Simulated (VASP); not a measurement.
**AlNi: single point with revPBE**

Crystal: AlNi.

```
CELL_PARAMETERS angstrom
2.90962 0.00000 0.00000
0.00000 2.90962 0.00000
0.00000 0.00000 2.90962
ATOMIC_POSITIONS crystal
Ni 0.50000 0.50000 0.50000
Al 0.00000 0.00000 0.00000
```

| Item | Value |
| --- | --- |
| Program | VASP 6.6.1 |
| Task | single point |
| Functional | revPBE |
| Potentials or basis | VASP PAW PBE potentials, release 64 (Ni, Al) |
| Cutoff | 520 eV |
| k mesh | 9 × 9 × 9 |
| Occupations | fermi-dirac, width 0.05 eV |
| Spin | collinear spin, ferromagnetic start |
| Starting moments | [1.0, 0.0] μB |
| Dipole correction | no |
| Further INCAR settings | ALGO = Normal; EDIFF = 1e-06; NBANDS = 18 |

```
Pressure                                              : -0.1 GPa
Net moment                                            : 0.00 μB per cell
Valence electrons inside the program's atomic spheres : Ni 9.41; Al 0.78
```

Levels at points of the mesh, in eV from the Fermi level:
Spin up:
```tsv
k point	band 2	band 3	band 4	band 5	band 6	band 7	band 8	band 9	band 10	band 11
(0.00, 0.00, 0.00)	-3.09	-3.09	-1.49	-1.49	-1.49	5.40	5.40	5.40	7.99	7.99
```
Spin down:
```tsv
k point	band 4	band 5	band 6	band 7	band 8	band 9
(0.00, 0.00, 0.00)	-1.49	-1.49	-1.49	5.40	5.40	5.40
```

It took 46 s on 1 thread of Intel Xeon 8259CL (shared host), peak memory 0.16 GiB.

Caveat: the PAW data sets were made with another functional, which shifts forces and pressure a little.
